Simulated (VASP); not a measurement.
# TiO2 (Cmm2) in VASP: further runs

The runs below take TiO2 through single point, with PBE.

All numbers are computed with VASP 6.6.1; they aren't measurements. Logs are shortened: lines on timing, memory, paths and dates and some standing lists are left out, and cuts for length are marked.

## 1. The cell of the first run

It takes space group Cmm2 (No. 35, orthorhombic). Conventional cell: a = 6.566 Å, b = 6.566 Å, c = 2.964 Å, α = 90.00°, β = 90.00°, γ = 90.00°. Ti (site symmetry mm2) has 4 O at 1.64 to 2.05 Å within 2.2 Å. Within 2.6 Å of Ti (site symmetry mm2) lie 6 O at 1.96 to 2.00 Å. O (site symmetry m) has 3 Ti at 1.96 to 2.05 Å and 1 O at 2.56 Å within 2.6 Å. Within 2.2 Å of O (site symmetry m) lie 2 Ti at 1.64 to 2.00 Å.

## 2. Single point, PBE (atom 1 (Ti) moved -0.450 Å along Cartesian [0 0 1])

INCAR

```
SYSTEM = TiO2
PREC     = Accurate       ! precision mode
ENCUT    = 520            ! plane-wave cutoff, eV
EDIFF    = 1E-6           ! SCF threshold, eV
ISMEAR   = 0              ! smearing method
SIGMA    = 0.05           ! smearing width, eV
LREAL    = .False.        ! projectors in reciprocal space
LASPH    = .True.         ! aspherical terms in the spheres
NELM     = 80             ! most SCF steps
ALGO     = Normal         ! electronic algorithm
ISIF     = 2              ! what is computed and relaxed
LWAVE    = .False.        ! write WAVECAR
LCHARG   = .True.         ! write CHGCAR
GGA      = PE             ! functional
LELF     = .True.         ! ELF
LVHAR    = .True.       
NBANDS   = 33             ! bands
```

KPOINTS

```
Automatic mesh
0
Gamma
  6 6 10
  0 0 0
```

POSCAR

```
TiO2
1.0
    4.6430645122      0.0000000000      0.0000000000
    0.0000000000      4.6430645122      0.0000000000
    0.0000000000      0.0000000000      2.9640243990
Ti O
2 4
Direct
    0.0000000000      0.0000000000     -0.1518206126
    0.5000000000      0.5000000000      0.5000000000
    0.3051105247      0.3051105247      0.0000000000
    0.1948894753      0.8051105247      0.5000000000
    0.6948894753      0.6948894753      0.0000000000
    0.8051105247      0.1948894753      0.5000000000
```

Potentials or basis: VASP PAW PBE potentials, release 64 (Ti_sv, O).

Launch:

```sh
cat potpaw_PBE.64/Ti_sv/POTCAR potpaw_PBE.64/O/POTCAR > POTCAR
mpirun -np 1 vasp_std > vasp.out
```

OUTCAR:

```text
SYSTEM = TiO2
   PREC = Accurate
   ENCUT = 520
   EDIFF = 1E-6
   ISMEAR = 0
   LREAL = .False.
   LASPH = .True.
   NELM = 80
   ISIF = 2
   GGA = PE

 ion  position               nearest neighbor table
   1  0.000  0.000  0.848-   4 1.64   6 1.64   5 2.05   3 2.05   4 2.32   6 2.32
   2  0.500  0.500  0.500-   3 1.96   5 1.96   3 1.96   5 1.96   4 2.00   6 2.00
   3  0.305  0.305  0.000-   2 1.96   2 1.96   1 2.05
   4  0.195  0.805  0.500-   1 1.64   2 2.00   1 2.32
   5  0.695  0.695  0.000-   2 1.96   2 1.96   1 2.05
   6  0.805  0.195  0.500-   1 1.64   2 2.00   1 2.32

  LATTYP: Found a simple tetragonal cell.
 ALAT       =     4.6430645122
 C/A-ratio  =     0.6383767426

  Lattice vectors:

 A1 = (   4.6430645122,   0.0000000000,   0.0000000000)
 A2 = (   0.0000000000,   4.6430645122,   0.0000000000)
 A3 = (   0.0000000000,   0.0000000000,   2.9640243990)

Analysis of symmetry for initial positions (statically):
=====================================================================
 Subroutine PRICEL returns:
 Original cell was already a primitive cell.

 Routine SETGRP: Setting up the symmetry group for a
 simple tetragonal supercell.

 Subroutine GETGRP returns: Found  4 space group operations
 (whereof  4 operations were pure point group operations)
 out of a pool of 16 trial point group operations.

The static configuration has the point symmetry C_2v.

Analysis of symmetry for dynamics (positions and initial velocities):
=====================================================================
 Subroutine PRICEL returns:
 Original cell was already a primitive cell.

 Routine SETGRP: Setting up the symmetry group for a
 simple tetragonal supercell.

 Subroutine GETGRP returns: Found  4 space group operations
 (whereof  4 operations were pure point group operations)
 out of a pool of 16 trial point group operations.

The dynamic configuration has the point symmetry C_2v.

 Subroutine INISYM returns: Found  4 space group operations
 (whereof  4 operations are pure point group operations),
 and found     1 'primitive' translations

----------------------------------------------------------------------------------------

                                     Primitive cell

  volume of cell :      63.8986

  direct lattice vectors                    reciprocal lattice vectors
     4.643064512  0.000000000  0.000000000     0.215374996  0.000000000  0.000000000
     0.000000000  4.643064512  0.000000000     0.000000000  0.215374996  0.000000000
     0.000000000  0.000000000  2.964024399     0.000000000  0.000000000  0.337379139

  length of vectors
     4.643064512  4.643064512  2.964024399     0.215374996  0.215374996  0.337379139

  position of ions in fractional coordinates (direct lattice)
     0.000000000  0.000000000  0.848179387
     0.500000000  0.500000000  0.500000000
     0.305110525  0.305110525  0.000000000
     0.194889475  0.805110525  0.500000000
     0.694889475  0.694889475  0.000000000
     0.805110525  0.194889475  0.500000000

  ion indices of the primitive-cell ions
   primitive index   ion index
                 1           1
                 2           2
                 3           3
                 4           4
                 5           5
                 6           6

----------------------------------------------------------------------------------------

 KPOINTS: Automatic mesh

Automatic generation of k-mesh.
 Grid dimensions read from file:
 generate k-points for:    6    6   10

 Generating k-lattice:

  Cartesian coordinates                     Fractional coordinates (reciprocal lattice)
     0.035895833  0.000000000  0.000000000     0.166666667  0.000000000  0.000000000
     0.000000000  0.035895833  0.000000000     0.000000000  0.166666667  0.000000000
     0.000000000  0.000000000  0.033737914     0.000000000  0.000000000  0.100000000

  Length of vectors
     0.035895833  0.035895833  0.033737914

  Shift w.r.t. Gamma in fractional coordinates (k-lattice)
     0.000000000  0.000000000  0.000000000

 Subroutine IBZKPT returns following result:
 ===========================================

 Found     78 irreducible k-points:

 Following reciprocal coordinates:
            Coordinates               Weight
  0.000000  0.000000  0.000000      1.000000
  0.166667  0.000000  0.000000      4.000000
  0.333333  0.000000  0.000000      4.000000
  0.500000  0.000000  0.000000      2.000000
  0.166667  0.166667  0.000000      2.000000
 -0.166667  0.166667  0.000000      2.000000
[... 16 lines left out ...]
  0.333333  0.333333  0.100000      4.000000
 -0.333333  0.333333  0.100000      4.000000
 [... further k-points ...]
   k-points           NKPTS =     78   k-points in BZ     NKDIM =     78   number of bands    NBANDS=     33
   number of dos      NEDOS =    301   number of ions     NIONS =      6
   total plane-waves  NPLWV =  31104
   dimension x,y,z NGX =    36 NGY =   36 NGZ =   24
   dimension x,y,z NGXF=    72 NGYF=   72 NGZF=   48
   ions per type =               2   4
   NGX,Y,Z   is equivalent  to a cutoff of  12.89, 12.89, 13.46 a.u.
   NGXF,Y,Z  is equivalent  to a cutoff of  25.78, 25.78, 26.92 a.u.
 SYSTEM =  TiO2
   PREC   = accura    normal or accurate (medium, high low for compatibility)
   ISTART =      0    job   : 0-new  1-cont  2-samecut
   ICHARG =      2    charge: 1-file 2-atom 10-const
   ISPIN  =      1    spin polarized calculation?
   LNONCOLLINEAR =      F non collinear calculations
   LSORBIT =      F    spin-orbit coupling
   LASPH  =      T    aspherical Exc in radial PAW
   ENCUT  =  520.0 eV  38.22 Ry    6.18 a.u.   8.63  8.63  5.51*2*pi/ulx,y,z
   NELM   =     80;   NELMIN=  2; NELMDL= -5     # of ELM steps
   EDIFF  = 0.1E-05   stopping-criterion for ELM
   LREAL  =      F    real-space projection
   EDIFFG = 0.1E-04   stopping-criterion for IOM
   NSW    =      0    number of steps for IOM
   IBRION =     -1    ionic relax: 0-MD 1-quasi-New 2-CG
   NFREE  =      0    steps in history (QN), initial steepest desc. (CG)
   ISIF   =      2    stress and relaxation
   ISYM   =      2    0-nonsym 1-usesym 2-fastsym
   POTIM  = 0.5000    time-step for ionic-motion
   TEBEG  =    0.0;   TEEND  =   0.0 temperature during run
   PSTRESS=    0.0 pullay stress
   NELECT =      48.0000    total number of electrons
   NUPDOWN=      -1.0000    fix difference up-down
   EMIN   =  10.00;   EMAX   =-10.00  energy-range for DOS
   EFERMI =   0.00;   METHOD = LEGACY
   ISMEAR =     0;   SIGMA  =   0.05  broadening in eV -4-tet -1-fermi 0-gaus
   EFERMI_NEDOS =   21; number of points for ismear=-14 and -15
   IALGO  =     38    algorithm
   IMIX   =      4    mixing-type and parameters
     AMIX     =   0.40;   BMIX     =  1.00
     AMIX_MAG =   1.60;   BMIX_MAG =  1.00
  volume/ion in A,a.u.               =      10.65        71.87
  Fermi-wavevector in a.u.,A,eV,Ry     =   1.488189  2.812270 30.132923  2.214707
  Thomas-Fermi vector in A             =   2.601255
   LORBIT       =      0    0 simple, 1 ext, 2 COOP (PROOUT), +10 PAW based schemes
   GGA     = PE    functional components
   LHFCALC =     F    Hartree Fock is set to
   AEXX    =    0.0000 exact exchange contribution
   IVDW    =     0    specifies the selected vdW correction
   LEPSILON=     F    determine dielectric tensor
   LRPA    =     F    only Hartree local field effects (RPA)
 non-spin polarized calculation
 Gauss-broadening in eV      SIGMA  =   0.05
  energy-cutoff  :      520.00
  volume of cell :       63.90
 maximum number of plane-waves:      1748
 NGX is ok and might be reduce to    36
   NGX = 17   NGY = 17   NGZ = 11

 number of electron      48.0000020 magnetization

 Free energy of the ion-electron system (eV)
  ---------------------------------------------------
  ext. energy  EPLUGINS =         0.00000000
  ---------------------------------------------------
  free energy    TOTEN  =       -52.75177791 eV

  energy without entropy =      -52.75177791  energy(sigma->0) =      -52.75177791

 E-fermi :   4.3830     XC(G=0): -11.2220

 val. band max:        4.1419643263   @ k =   0.0000   0.0000   0.0000
 cond. band min:       6.5926044107   @ k =   0.5000   0.0000   0.5000
 fundamental gap:      2.4506400844
 Fermi energy:         4.3830184234

 k-point     1 :       0.0000    0.0000    0.0000
  band No.  band energies     occupation
      1     -52.4542      2.00000
      2     -51.4721      2.00000
      3     -28.7047      2.00000
      4     -28.7030      2.00000
      5     -28.5077      2.00000
      6     -28.1574      2.00000
[... 25 lines left out ...]
     32      10.8483      0.00000
     33      11.6788      0.00000

 k-point     2 :       0.1667    0.0000    0.0000
  band No.  band energies     occupation
      1     -52.4542      2.00000
      2     -51.4721      2.00000
      3     -28.7041      2.00000
      4     -28.6990      2.00000
      5     -28.5078      2.00000
      6     -28.1631      2.00000
[... 25 lines left out ...]
     32      10.7558      0.00000
     33      11.3559      0.00000

 k-point     3 :       0.3333    0.0000    0.0000
  band No.  band energies     occupation
      1     -52.4541      2.00000
      2     -51.4721      2.00000
      3     -28.7027      2.00000
      4     -28.6908      2.00000
      5     -28.5079      2.00000
      6     -28.1746      2.00000
[... 25 lines left out ...]
     32      10.3593      0.00000
     33      11.3316      0.00000

 k-point     4 :       0.5000    0.0000    0.0000
  band No.  band energies     occupation
      1     -52.4541      2.00000
      2     -51.4721      2.00000
      3     -28.7020      2.00000
      4     -28.6865      2.00000
      5     -28.5080      2.00000
      6     -28.1805      2.00000
[... 673 lines left out ...]
     32      10.0218      0.00000
     33      11.2622      0.00000

 k-point    23 :       0.3333    0.3333    0.1000
  band No.  band energies     occupation
      1     -52.4504      2.00000
      2     -51.4683      2.00000
      3     -28.7034      2.00000
      4     -28.6944      2.00000
      5     -28.5500      2.00000
      6     -28.1482      2.00000
[... 25 lines left out ...]
     32      10.5949      0.00000
     33      11.2999      0.00000

 k-point    24 :      -0.3333    0.3333    0.1000
  band No.  band energies     occupation
      1     -52.4504      2.00000
      2     -51.4684      2.00000
      3     -28.6975      2.00000
      4     -28.6902      2.00000
      5     -28.5500      2.00000
      6     -28.1650      2.00000
[... 25 lines left out ...]
     32      10.5259      0.00000
     33      10.7225      0.00000

 [... further k-points ...]
[... 5 lines left out ...]
  --------------------------------------------------------------------------------------
  -------------------------------------------------------------------------------------
  Total        5.8014487      5.8014487      7.4445091     -5.9478449      0.0000000      0.0000000
  in kB      145.4641016    145.4641016    186.6617942   -149.1348033      0.0000000      0.0000000
  external PRESSURE =     159.1966658 kB  Pullay stress =       0.0000000 kB

 VOLUME and BASIS-vectors are now :
 -----------------------------------------------------------------------------
  energy-cutoff  :      520.00
  volume of cell :       63.90
      direct lattice vectors                 reciprocal lattice vectors
     4.643064512  0.000000000  0.000000000     0.215374996  0.000000000  0.000000000
     0.000000000  4.643064512  0.000000000     0.000000000  0.215374996  0.000000000
     0.000000000  0.000000000  2.964024399     0.000000000  0.000000000  0.337379139

 POSITION                                       TOTAL-FORCE (eV/Angst)
 -----------------------------------------------------------------------------------
      0.00000      0.00000      2.51402         0.000000      0.000000      7.186935
      2.32153      2.32153      1.48201         0.000000      0.000000     -0.158902
      1.41665      1.41665      0.00000         0.051335      0.051335     -0.231161
      0.90488      3.73818      1.48201         2.603730     -2.603730     -3.282856
      3.22642      3.22642      0.00000        -0.051335     -0.051335     -0.231161
      3.73818      0.90488      1.48201        -2.603730      2.603730     -3.282856
 -----------------------------------------------------------------------------------
    total drift:                               -0.000000     -0.000000     -0.000273

  FREE ENERGIE OF THE ION-ELECTRON SYSTEM (eV)
  ---------------------------------------------------
  free  energy   TOTEN  =       -52.7517779070 eV

  energy  without entropy=      -52.7517779070  energy(sigma->0) =      -52.75177791
```

Wall time 2.2 min (1 thread of Intel Xeon Platinum 8488C (Sapphire Rapids), shared host); peak memory 0.26 GiB.

What came out:

```
Free energy            : -52.7518 eV
Pressure               : 15.9 GPa
Largest force          : 7.187 eV/Å
Band gap on the k mesh : 2.45 eV, indirect (least direct gap 2.62 eV)
```

Forces in eV/Å, atoms in the order of the input:
```
Ti   0.000  0.000  7.187
Ti   0.000  0.000 -0.159
O    0.051  0.051 -0.231
O    2.604 -2.604 -3.283
O   -0.051 -0.051 -0.231
O   -2.604  2.604 -3.283
```

Stress tensor (GPa, compression positive):
```
 14.55 -14.91   0.00
-14.91  14.55   0.00
  0.00   0.00  18.67
```

Caveat: the cell differs from its parent crystal (atom 1 (Ti) moved -0.450 Å along Cartesian [0 0 1]); forces of over 1 eV/Å act on the atoms, so gaps and moduli don't describe the material at rest.

## 3. Single point, PBE (atom 1 (Ti) moved +0.300 Å along Cartesian [0 0 1])

INCAR

```
PREC     = Accurate       # precision mode
ENCUT    = 520            # plane-wave cutoff, eV
EDIFF    = 1E-6           # SCF threshold, eV
ISMEAR   = 0              # smearing method
SIGMA    = 0.05           # smearing width, eV
LREAL    = False          # projectors in reciprocal space
LASPH    = True           # aspherical terms in the spheres
NELM     = 60             # most SCF steps
ALGO     = Normal         # electronic algorithm
ISIF     = 2              # what is computed and relaxed
LWAVE    = False          # write WAVECAR
LCHARG   = False          # write CHGCAR
GGA      = PE             # functional
NBANDS   = 33             # bands
```

KPOINTS

```
Automatic mesh
0
Gamma
  6 6 10
```

Changes to POSCAR since step 2:

```diff
@@ -8,3 +8,3 @@
 Direct
-    0.0000000000      0.0000000000     -0.1518206126
+    0.0000000000      0.0000000000      0.1012137417
     0.5000000000      0.5000000000      0.5000000000
```

Potentials or basis: VASP PAW PBE potentials, release 64 (Ti_sv, O).

Launch:

```sh
cat potpaw_PBE.64/Ti_sv/POTCAR potpaw_PBE.64/O/POTCAR > POTCAR
mpirun -np 1 vasp_std > vasp.out
```

Run time: 2.2 min. Hardware: 1 thread of Intel Xeon Platinum 8488C (Sapphire Rapids), shared host; peak memory 0.26 GiB.

The run converged. Its results:

```yaml
Free_energy: -53.4609 eV
Pressure: 7.2 GPa
Largest_force: 2.646 eV/Å
Band_gap_on_the_k_mesh: 2.18 eV, indirect (least direct gap 2.31 eV)
```

Forces in eV/Å, atoms in the order of the input:
```
Ti   0.000  0.000 -2.646
Ti   0.000  0.000  0.106
O    0.039  0.039  0.096
O    0.961 -0.961  1.174
O   -0.039 -0.039  0.096
O   -0.961  0.961  1.174
```

Stress tensor (GPa, compression positive):
```
 6.13 -6.08  0.00
-6.08  6.13  0.00
 0.00  0.00  9.19
```

Levels at points of the mesh, in eV from the valence-band top:
```tsv
k point	band 22	band 23	band 24	band 25	band 26	band 27
(0.00, 0.00, 0.00)	-0.70	-0.42	0.00	2.31	2.75	2.82
(0.50, 0.00, 0.00)	-1.18	-0.74	-0.62	2.43	2.73	3.54
(0.50, 0.50, 0.00)	-1.13	-1.04	-1.03	2.18	2.76	3.19
(0.00, 0.00, 0.50)	-1.74	-1.32	-1.15	2.75	3.30	3.73
(0.50, 0.00, 0.50)	-1.74	-1.20	-0.77	2.18	2.57	3.34
(0.50, 0.50, 0.50)	-0.79	-0.59	-0.46	2.41	3.34	3.35
```

Caveat: the cell differs from its parent crystal (atom 1 (Ti) moved +0.300 Å along Cartesian [0 0 1]); forces of over 1 eV/Å act on the atoms, so gaps and moduli don't describe the material at rest. A k mesh can miss the band edges.

(Continued in part 2 of 2.)
